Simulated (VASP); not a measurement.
# MgC2 (P4_2/mnm) in VASP: further runs, part 2 of 2

VASP 6.6.1. The steps go on from the part before.

### 5 Single point, revPBE+D4

This run uses another cell than the first one, of 12.97 Å³/atom.

File INCAR:

```
  PREC = Accurate
  ENCUT = 840
  EDIFF = 1E-6
  ISMEAR = 0
  SIGMA = 0.01
  LREAL = False
  LASPH = True
  NELM = 120
  ALGO = Normal
  ISIF = 2
  LWAVE = False
  LCHARG = False
  GGA = RE
  IVDW = 13
  NBANDS = 27
  GGA_COMPAT = False
```

File KPOINTS:

```
regular mesh
0
Gamma
  7 7 6
```

File POSCAR:

```
MgC2
1.0
    3.9507770000      0.0000000000      0.0000000000
    0.0000000000      3.9507770000      0.0000000000
    0.0000000000      0.0000000000      4.9870890000
Mg C
2 4
Direct
    0.0000000000      0.0000000000      0.5000000000
    0.5000000000      0.5000000000      0.0000000000
    0.3876550000      0.6123450000      0.5000000000
    0.6123450000      0.3876550000      0.5000000000
    0.8876550000      0.8876550000      0.0000000000
    0.1123450000      0.1123450000      0.0000000000
```

Potentials or basis: VASP PAW PBE potentials, release 64 (Mg_sv, C).

On the command line:

```sh
> cat potpaw_PBE.64/Mg_sv/POTCAR potpaw_PBE.64/C/POTCAR > POTCAR
> mpirun -np 1 vasp_std > vasp.out
```

OUTCAR:

```text
PREC = Accurate
   ENCUT = 840
   EDIFF = 1E-6
   ISMEAR = 0
   LREAL = False
   LASPH = True
   NELM = 120
   ISIF = 2
   GGA = RE
   IVDW = 13

 ion  position               nearest neighbor table
   1  0.000  0.000  0.500-   3 2.17   4 2.17
   2  0.500  0.500  0.000-   5 2.17   6 2.17
   3  0.388  0.612  0.500-   4 1.26   1 2.17
   4  0.612  0.388  0.500-   3 1.26   1 2.17
   5  0.888  0.888  0.000-   6 1.26   2 2.17
[... 934 lines left out ...]
  --------------------------------------------------------------------------------------
  -------------------------------------------------------------------------------------
  Total      -0.49471    -0.49471     0.09425     0.00000     0.00000     0.00000
  in kB     -10.18229   -10.18229     1.93990     0.00000     0.00000     0.00000
  external pressure =       -6.14 kB  Pullay stress =        0.00 kB

 VOLUME and BASIS-vectors are now :
 -----------------------------------------------------------------------------
  energy-cutoff  :      840.00
  volume of cell :       77.84
      direct lattice vectors                 reciprocal lattice vectors
     3.950777000  0.000000000  0.000000000     0.253114767  0.000000000  0.000000000
     0.000000000  3.950777000  0.000000000     0.000000000  0.253114767  0.000000000
     0.000000000  0.000000000  4.987089000     0.000000000  0.000000000  0.200517777

 POSITION                                       TOTAL-FORCE (eV/Angst)
 -----------------------------------------------------------------------------------
      0.00000      0.00000      2.49354        -0.000000      0.000000      0.000000
      1.97539      1.97539      0.00000        -0.000000      0.000000      0.000000
      1.53154      2.41924      2.49354        -0.193619      0.193619      0.000000
      2.41924      1.53154      2.49354         0.193619     -0.193619     -0.000000
      3.50693      3.50693      0.00000        -0.193619     -0.193619     -0.000000
      0.44385      0.44385      0.00000         0.193619      0.193619      0.000000
 -----------------------------------------------------------------------------------
    total drift:                                0.000000      0.000000     -0.000000

  FREE ENERGIE OF THE ION-ELECTRON SYSTEM (eV)
  ---------------------------------------------------
  free  energy   TOTEN  =       -37.9923837777 eV

  energy  without entropy=      -37.9923837777  energy(sigma->0) =      -37.99238378
```

OSZICAR:

```text
N       E                     dE             d eps       ncg     rms          rms(c)
DAV:   1     0.366027030538E+03    0.36603E+03   -0.26930E+04  2288   0.193E+03
DAV:   2    -0.380180575326E+01   -0.36983E+03   -0.35904E+03  2506   0.479E+02
DAV:   3    -0.371221165135E+02   -0.33320E+02   -0.33011E+02  3481   0.109E+02
DAV:   4    -0.410084037335E+02   -0.38863E+01   -0.38483E+01  3162   0.330E+01
DAV:   5    -0.413492002648E+02   -0.34080E+00   -0.34077E+00  3075   0.616E+00    0.135E+01
DAV:   6    -0.363114045958E+02    0.50378E+01   -0.75334E+00  2359   0.128E+01    0.646E+00
DAV:   7    -0.357792196522E+02    0.53218E+00   -0.31607E+00  2813   0.808E+00    0.257E+00
DAV:   8    -0.358040977697E+02   -0.24878E-01   -0.37014E-01  2542   0.315E+00    0.574E-01
DAV:   9    -0.357898646427E+02    0.14233E-01   -0.54072E-02  2649   0.119E+00    0.214E-01
DAV:  10    -0.357908862924E+02   -0.10216E-02   -0.41608E-03  2799   0.350E-01    0.638E-02
DAV:  11    -0.357910256035E+02   -0.13931E-03   -0.34707E-04  2905   0.121E-01    0.186E-02
DAV:  12    -0.357910204496E+02    0.51539E-05   -0.15415E-05  2365   0.268E-02    0.924E-03
DAV:  13    -0.357910224140E+02   -0.19644E-05   -0.10206E-05  2343   0.198E-02    0.558E-03
DAV:  14    -0.357910221423E+02    0.27176E-06   -0.10898E-06  1745   0.827E-03
   1 F= -.37992384E+02 E0= -.37992384E+02  d E =-.724614E-53
```

stdout:

```text
POSCAR found type information on POSCAR MgC
 POSCAR found :  2 types and       6 ions
 scaLAPACK will be used
 -----------------------------------------------------------------------------
|                                                                             |
|                                                                             |
|     You enforced a specific xc type in the INCAR file but a different       |
|     I HOPE YOU KNOW WHAT YOU ARE DOING!                                     |
|                                                                             |
 -----------------------------------------------------------------------------

 LDA part: xc-table for (Slater+PW92), standard interpolation
 POSCAR, INCAR and KPOINTS ok, starting setup
 FFT: planning ... GRIDC
 FFT: planning ... GRID_SOFT
 FFT: planning ... GRID
 WAVECAR not read
 entering main loop
```

It took 2.4 min on 1 thread of AMD EPYC 7R43 (Zen 3), shared host; peak memory 0.3 GiB.

Results:

- Free energy: -37.9924 eV
- Pressure: -0.6 GPa
- Largest force: 0.274 eV/Å
- Band gap on the k mesh: 2.63 eV (least direct gap 2.99 eV)
- Dispersion energy per atom: -0.367 eV

Forces in eV/Å, atoms in the order of the input:
```
Mg   0.000  0.000  0.000
Mg   0.000  0.000  0.000
C   -0.194  0.194  0.000
C    0.194 -0.194  0.000
C   -0.194 -0.194  0.000
C    0.194  0.194  0.000
```

Levels at points of the mesh, in eV from the valence-band top:
```
           k point  band 16  band 17  band 18  band 19  band 20  band 21
(0.00, 0.00, 0.00)    -0.42    -0.37    -0.37     2.63     5.26     5.62
(0.00, 0.00, 0.50)    -0.71    -0.32    -0.32     3.68     3.68     5.77
```

Caveat: the PAW data sets were made with another functional, which shifts forces and pressure a little. A k mesh can miss the band edges.

### 6 Relaxation of cell and atoms, LDA

This run uses another cell than the first one, of 12.97 Å³/atom.

File INCAR:

```
SYSTEM = MgC2
PREC = Accurate ; ENCUT = 840
EDIFF = 1E-7 ; ISMEAR = -1
SIGMA = 0.05 ; LREAL = .False.
LASPH = .True. ; NELM = 120
ALGO = Normal ; ISIF = 3
LWAVE = .False. ; LCHARG = .False.
IBRION = 2 ; NSW = 60
EDIFFG = -0.01 ; GGA_COMPAT = .False.
NELMIN = 4
```

File KPOINTS:

```
Automatic mesh
0
Gamma
  5 5 5
  0 0 0
```

POSCAR: that of step 5 with these lines changed.

```diff
@@ -11,4 +11,4 @@
     0.3876550000      0.6123450000      0.5000000000
+    0.1123450000      0.1123450000      0.0000000000
     0.6123450000      0.3876550000      0.5000000000
     0.8876550000      0.8876550000      0.0000000000
-    0.1123450000      0.1123450000      0.0000000000
```

Potentials or basis: VASP PAW LDA potentials, release 64 (Mg_sv, C).

On the command line:

```sh
> cat potpaw_LDA.64/Mg_sv/POTCAR potpaw_LDA.64/C/POTCAR > POTCAR
> mpirun -np 1 vasp_std > vasp.out
```

OUTCAR:

```text
SYSTEM = MgC2
   PREC = Accurate
   ENCUT = 840
   EDIFF = 1E-7
   ISMEAR = -1
   LREAL = .False.
   LASPH = .True.
   NELM = 120
   ISIF = 3
   IBRION = 2
   NSW = 60
   EDIFFG = -0.01
   NELMIN = 4

 ion  position               nearest neighbor table
   1  0.000  0.000  0.500-   3 2.17   5 2.17
   2  0.500  0.500  0.000-   4 2.17   6 2.17
   3  0.388  0.612  0.500-   5 1.26   1 2.17
   4  0.112  0.112  0.000-   6 1.26   2 2.17
   5  0.612  0.388  0.500-   3 1.26   1 2.17
   6  0.888  0.888  0.000-   4 1.26   2 2.17

  LATTYP: Found a simple tetragonal cell.
 ALAT       =     3.9507770000
 C/A-ratio  =     1.2623058705

  Lattice vectors:

 A1 = (   3.9507770000,   0.0000000000,   0.0000000000)
 A2 = (   0.0000000000,   3.9507770000,   0.0000000000)
 A3 = (   0.0000000000,   0.0000000000,   4.9870890000)

Analysis of symmetry for initial positions (statically):
[... 309 lines left out ...]
      6     -38.7774      2.00000
[... 439 lines left out ...]
     21       8.8104      0.00000
     22       8.9009      0.00000

[... ionic steps 4 to 15 ...]

--------------------------------------- Ionic step       16  -------------------------------------------

 number of electron      35.9999999 magnetization

------------------------ aborting loop because EDIFF is reached ----------------------------------------
[... 75 lines left out ...]
--------------------------------------- Ionic step       18  -------------------------------------------

 number of electron      35.9999999 magnetization

 Free energy of the ion-electron system (eV)
  ---------------------------------------------------
  ext. energy  EPLUGINS =         0.00000000
  ---------------------------------------------------
  free energy    TOTEN  =       -40.98266498 eV

  energy without entropy =      -40.98266498  energy(sigma->0) =      -40.98266498

 E-fermi :   2.4035     XC(G=0): -10.3010

 val. band max:        1.1286097904   @ k =   0.4000   0.4000   0.4000
 cond. band min:       3.4562750539   @ k =   0.0000   0.0000   0.0000
 fundamental gap:      2.3276652635
 Fermi energy:         2.4034885065

 k-point     1 :       0.0000    0.0000    0.0000
  band No.  band energies     occupation
      1     -71.2474      2.00000
      2     -71.2468      2.00000
      3     -38.7926      2.00000
      4     -38.7926      2.00000
      5     -38.7663      2.00000
      6     -38.7604      2.00000
[... 472 lines left out ...]
  FREE ENERGIE OF THE ION-ELECTRON SYSTEM (eV)
  ---------------------------------------------------
  free  energy   TOTEN  =       -40.9826649773 eV

  energy  without entropy=      -40.9826649773  energy(sigma->0) =      -40.98266498

 reached required accuracy - stopping structural energy minimisation
```

OSZICAR:

```text
N       E                     dE             d eps       ncg     rms          rms(c)
DAV:   1     0.375795290981E+03    0.37580E+03   -0.27371E+04   808   0.237E+03
DAV:   2    -0.558098218193E+01   -0.38138E+03   -0.37387E+03   910   0.566E+02
DAV:   3    -0.418942586380E+02   -0.36313E+02   -0.36148E+02  1248   0.133E+02
DAV:   4    -0.463842958950E+02   -0.44900E+01   -0.44881E+01  1064   0.421E+01
[... 162 lines left out ...]
DAV:   1    -0.409826826459E+02   -0.21512E-04   -0.56113E-04   940   0.320E-01    0.379E-02
DAV:   2    -0.409826692113E+02    0.13435E-04   -0.40346E-05   842   0.760E-02    0.202E-02
DAV:   3    -0.409826649180E+02    0.42933E-05   -0.23486E-05   890   0.501E-02    0.378E-03
DAV:   4    -0.409826649361E+02   -0.18110E-07   -0.40291E-06   956   0.191E-02    0.116E-03
DAV:   5    -0.409826649773E+02   -0.41262E-07   -0.40726E-08   476   0.185E-03
  18 F= -.40982665E+02 E0= -.40982665E+02  d E =-.287308E-04
```

Run time: 3.9 min. Hardware: 1 thread of Intel Xeon 6975P-C (Granite Rapids), shared host; peak memory 0.24 GiB.

Results:

```
Free energy                           : -40.9827 eV
Relaxed volume                        : 12.18 Å³/atom
Relaxed cell                          : a = 3.888 Å, b = 3.888 Å, c = 4.837 Å, α = 90.00°, β = 90.00°, γ = 90.00°
Space group after relaxing (to 0.1 Å) : P4_2/mnm (No. 136)
Energy gained by relaxing             : 12.6 meV/atom
Ionic steps                           : 18
Pressure after relaxing               : 0.0 GPa
Band gap on the k mesh                : 2.33 eV (least direct gap 2.65 eV)
```

Forces on the atoms (eV/Å):
```
Mg   0.000  0.000  0.000
Mg   0.000  0.000  0.000
C    0.002 -0.002  0.000
C   -0.002 -0.002  0.000
C   -0.002  0.002  0.000
C    0.002  0.002  0.000
```

Stress tensor (GPa, compression positive):
```
-0.07  0.00  0.00
 0.00 -0.07  0.00
 0.00  0.00  0.13
```

Step by step:
```tsv
step	energy change (eV)	largest force (eV/Å)	pressure (GPa)	volume (Å³)
1	0.0000	0.4214	-5.44	77.84
2	0.2525	5.8624	8.89	72.98
3	-0.0265	0.8251	-2.51	76.64
4	-0.0717	0.2107	-0.04	73.24
5	-0.0721	0.1174	-0.29	73.54
6	-0.0722	0.2882	0.79	73.08
7	-0.0728	0.0864	0.25	73.30
8	-0.0740	0.0157	0.30	73.11
9	-0.0745	0.1170	0.41	72.75
10	-0.0746	0.0836	0.39	72.84
11	-0.0751	0.0730	0.53	72.85
12	-0.0751	0.0823	0.53	72.85
13	-0.0755	0.0076	0.27	72.94
14	-0.0755	0.0232	0.16	72.97
15	-0.0756	0.0013	0.15	73.00
16	-0.0756	0.0280	0.14	73.04
17	-0.0756	0.0078	0.05	73.08
18	-0.0756	0.0030	0.00	73.10
```

Final structure:
```cif
data_structure
_symmetry_space_group_name_H-M 'P 1'
_symmetry_Int_Tables_number 1
_cell_length_a 3.8877
_cell_length_b 3.8877
_cell_length_c 4.8368
_cell_angle_alpha 90.000
_cell_angle_beta 90.000
_cell_angle_gamma 90.000
_cell_volume 73.10
loop_
_atom_site_label
_atom_site_type_symbol
_atom_site_fract_x
_atom_site_fract_y
_atom_site_fract_z
_atom_site_occupancy
Mg1 Mg 0.00000 0.00000 0.50000 1
Mg2 Mg 0.50000 0.50000 0.00000 1
C1 C 0.38672 0.61328 0.50000 1
C2 C 0.11328 0.11328 0.00000 1
C3 C 0.61328 0.38672 0.50000 1
C4 C 0.88672 0.88672 0.00000 1
```

A k mesh can miss the band edges.

### 7 Overview

```tsv
task	level	potentials or basis	cell	k mesh	cutoff (eV)	smearing	gap on the mesh (eV)	pressure (GPa)	largest force (eV/Å)
single point	PBE	VASP PAW PBE potentials, release 64 (Mg_sv, C_h)	a = 3.951, b = 3.951, c = 4.937 Å, 6 atoms	5 × 5 × 5	1300	fermi-dirac 0.05 eV	2.60	0.2	0.17
single point	LDA	VASP PAW LDA potentials, release 64 (Mg_sv, C)	a = 3.951, b = 3.951, c = 4.987 Å, 6 atoms	7 × 7 × 6	840	tetrahedron	2.47	-5.4	0.42
single point	PBE	VASP PAW PBE potentials, release 64 (Mg_sv, C_h)	a = 3.951, b = 3.951, c = 4.788 Å, 6 atoms	5 × 5 × 5	1300	fermi-dirac 0.05 eV	2.45	2.3	0.24
single point	revPBE+D4	VASP PAW PBE potentials, release 64 (Mg_sv, C)	a = 3.951, b = 3.951, c = 4.987 Å, 6 atoms	7 × 7 × 6	840	gaussian 0.01 eV	2.63	-0.6	0.27
relaxation of cell and atoms	LDA	VASP PAW LDA potentials, release 64 (Mg_sv, C)	relaxed from a = 3.951, b = 3.951, c = 4.987 Å, 6 atoms	5 × 5 × 5	840	fermi-dirac 0.05 eV	2.33	0.0	-
```

Alike in all rows: no spin polarisation.

Caveats: the cell stands under tension (at least some runs); the PAW data sets were made with another functional, which shifts forces and pressure a little (at least some runs).

Absolute energies hang on the potentials; compare differences alone.
